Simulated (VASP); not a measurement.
A run of VASP 6.6.1:

INCAR

```
ALGO     = Normal         # electronic algorithm
EDIFF    = 1E-7           # SCF threshold, eV
ENCUT    = 520            # plane-wave cutoff, eV
GGA      = PE             # functional
ISIF     = 2              # what is computed and relaxed
ISMEAR   = -1             # smearing method
IVDW     = 12             # dispersion correction
LASPH    = True           # aspherical terms in the spheres
LCHARG   = False          # write CHGCAR
LREAL    = Auto         
LWAVE    = False          # write WAVECAR
NBANDS   = 60             # bands
NELM     = 100            # most SCF steps
PREC     = Accurate       # precision mode
SIGMA    = 0.02           # smearing width, eV
```

File KPOINTS:

```
k-points
0
Gamma
  1 1 1
```

Contents of POSCAR:

```
H20CO9
1.0
    6.9637580000      0.0000000000      0.0000000000
    0.0000000000      6.9637580000      0.0000000000
    0.0000000000      0.0000000000      6.9637580000
O H C
9 20 1
Direct
    0.1738859966      0.5092365358      0.5926254186
    0.1869967337      0.6112073395      0.1929417995
    0.8539067555      0.4716706123      0.0218416550
    0.4010909052      0.8664287300      0.6284681346
    0.6567000174      0.6288989365      0.7444974395
    0.9958846933      0.8603687836      0.8016792083
    0.3325503270      0.2629758243      0.8921332419
    0.3791056496      0.9251613856      0.2474238766
    0.8432228690      1.1985913353      0.4894052895
    0.0815077147      0.5903852489      0.6591268680
    0.1742737183      0.5418769578      0.4553145012
    0.0681528565      0.5922520570      0.1179391932
    0.2726975866      0.5226057540      0.1136886147
    0.7726000817      0.5506653161     -0.0769699349
    0.7581251388      0.3676893999      0.0544389969
    0.3971131679      0.9005625985      0.4917890599
    0.2753541981      0.8169008745      0.6437328810
    0.5606168394      0.7176728427      0.6861668656
    0.6514011544      0.5250469646      0.6513149940
    1.0276635116      0.9861198508      0.7580676985
    0.8592486988      0.8341760297      0.7637255631
    0.3006853483      0.3594467240      0.7995826391
    0.3542053012      0.1460561955      0.8324815423
    0.2686767691      0.8473298469      0.2033097646
    0.3439952968      1.0465039135      0.1822148329
    0.7397873390      0.9922946777      0.2892547386
    0.9355437107      1.3015960635      0.4841782268
    0.8857286540      1.1749690325      0.1748912010
    0.9763693684      0.9724490713      0.3278689466
    0.8630971955      1.0861520461      0.3131786027
```

Potentials or basis: VASP PAW PBE potentials, release 64 (O, H, C).

Command:

```sh
$ cat potpaw_PBE.64/O/POTCAR potpaw_PBE.64/H/POTCAR potpaw_PBE.64/C/POTCAR > POTCAR
$ mpirun -np 1 vasp_gam > vasp.out
```

Hardware: 1 thread of AMD EPYC 7R43 64-Core Processor (Zen 3), with other jobs on the host.

Problem. Estimate the wall time of this run.

Solution. Wall time 45 s on 1 thread of AMD EPYC 7R43 64-Core Processor (Zen 3) (shared host), peak memory 0.34 GiB. Counts: scf iterations 18, k points 1.
